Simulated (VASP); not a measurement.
Write the native input for VASP 6.6.1 that does the following.

```yaml
Task: single point
Functional: PBEsol
Potentials_or_basis: VASP PAW PBE potentials, release 64 (Cd, I)
Cutoff: 500 eV
k_mesh: 8 × 8 × 5
Occupations: fermi-dirac, width 0.03 eV
Spin: no spin polarisation
Dipole_correction: no
Further_INCAR_settings: ALGO = Normal; EDIFF = 1e-06; NBANDS = 20
```

The structure of CdI2 lies in POSCAR:

```
CdI2
1.0
    4.2998477142      0.0000000000      0.0000000000
   -2.1499238570      3.7237773528      0.0000000000
    0.0000000000      0.0000000000      6.9492603508
Cd I
1 2
Direct
    0.0000000000      0.0000000000      0.0000000000
    0.3333333333      0.6666666667      0.2492000000
    0.6666666667      0.3333333333      0.7508000000
```

The input as run:

INCAR

```
SYSTEM = CdI2
PREC = Accurate ; ENCUT = 500
EDIFF = 1E-6 ; ISMEAR = -1
SIGMA = 0.03 ; LREAL = .False.
LASPH = .True. ; NELM = 120
ALGO = Normal ; ISIF = 2
LWAVE = .False. ; LCHARG = .False.
GGA = PS ; NBANDS = 20
GGA_COMPAT = .False.
```

KPOINTS

```
regular mesh
0
Gamma
  8 8 5
  0 0 0
```

Potentials or basis: VASP PAW PBE potentials, release 64 (Cd, I).

Launch:

```bash
$ cat potpaw_PBE.64/Cd/POTCAR potpaw_PBE.64/I/POTCAR > POTCAR
$ mpirun -np 1 vasp_std > vasp.out
```

It gave:

```yaml
Pressure: -1.5 GPa
Largest_force: 0.272 eV/Å
Band_gap_on_the_k_mesh: 2.23 eV (least direct gap 2.36 eV)
```

Caveat: the PAW data sets were made with another functional, which shifts forces and pressure a little; spin-orbit coupling is left out, which moves the levels of the heavy elements; an odd mesh through Γ misses points on the zone boundary, where band edges can lie; this functional lacks dispersion, which binds the layers, so the pressure and a relaxed spacing across them are unreliable.

Run time: 96 s on 1 thread of Intel Xeon 8259CL, on a shared host, peak memory 0.27 GiB.
